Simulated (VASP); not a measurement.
Input of a VASP 6.6.1 run:

The input INCAR:

```
  PREC = Accurate
  ENCUT = 520
  EDIFF = 1E-6
  ISMEAR = 0
  SIGMA = 0.15
  LREAL = False
  LASPH = True
  NELM = 80
  ALGO = Normal
  ISIF = 2
  LWAVE = False
  LCHARG = False
  GGA = PS
  NBANDS = 15
```

KPOINTS

```
Automatic mesh
0
Gamma
  18 18 18
```

POSCAR

```
TaN
1.0
    0.0000000000      2.0918400000      2.1790000000
    2.0918400000      0.0000000000      2.1790000000
    2.0918400000      2.0918400000      0.0000000000
Ta N
1 1
Direct
    0.5000000000      0.5000000000      0.5000000000
    0.0000000000      0.0000000000      0.0000000000
```

Potentials or basis: VASP PAW PBE potentials, release 64 (Ta_pv, N).

The run is started by

```sh
$ cat potpaw_PBE.64/Ta_pv/POTCAR potpaw_PBE.64/N/POTCAR > POTCAR
$ mpirun -np 1 vasp_std > vasp.out
```

Q: Estimate the pressure.

A: 44.6 GPa.

Q: What does it give for the band gap on the k mesh?

A: Zero (band 8 reaches 12.77 eV, above the bottom of band 9 at 8.38 eV).

Stress tensor (GPa, compression positive):
```
57.08  0.00  0.00
 0.00 57.08  0.00
 0.00  0.00 19.74
```

Caveat: the cell differs from its parent crystal (strain -0.0400 x Voigt [1, 1, 0, 0, 0, 0]); the PAW data sets were made with another functional, which shifts forces and pressure a little; spin-orbit coupling is left out, which moves the levels of the heavy elements.
